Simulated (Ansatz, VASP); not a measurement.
One calculation of MgS, two programs

```
Mg S
1.0
     0.00000    2.56418    2.56418
     2.56418    0.00000    2.56418
     2.56418    2.56418    0.00000
Mg S
1 1
Direct
  0.00000 0.00000 0.00000
  0.50000 0.50000 0.50000
```

Alike in both runs: functional LDA; k mesh 12 × 12 × 12; occupations fermi-dirac, width 0.05 eV; no spin polarisation.

Ansatz relaxed the structure, and its values are those at the end. VASP's run is a single point on that final structure, the one shown.

|  | VASP | Ansatz |
| --- | --- | --- |
| version | VASP 6.6.1 | Ansatz 0.2.0 |
| potentials or method | VASP PAW LDA potentials, release 64 (Mg, S) | PAW with Ansatz's default frozen-core files, scalar-relativistic |
| plane-wave cutoff (eV) | 520 | 420 |
| valence electrons in the cell | 8 | 16 |

|  | VASP | Ansatz | Ansatz less VASP |
| --- | --- | --- | --- |
| gap on the k mesh at the Fermi level (eV) | 2.65 | 2.65 | -0.001 |
| pressure (GPa) | -0.6 | 0.0 | +0.60 |

LDA's correlation is that of Perdew and Zunger in VASP and of Perdew and Wang (1992) in Ansatz. VASP's potentials hold 8 valence electrons a cell and Ansatz's 16, so a difference there can come from the potentials and not from the codes.
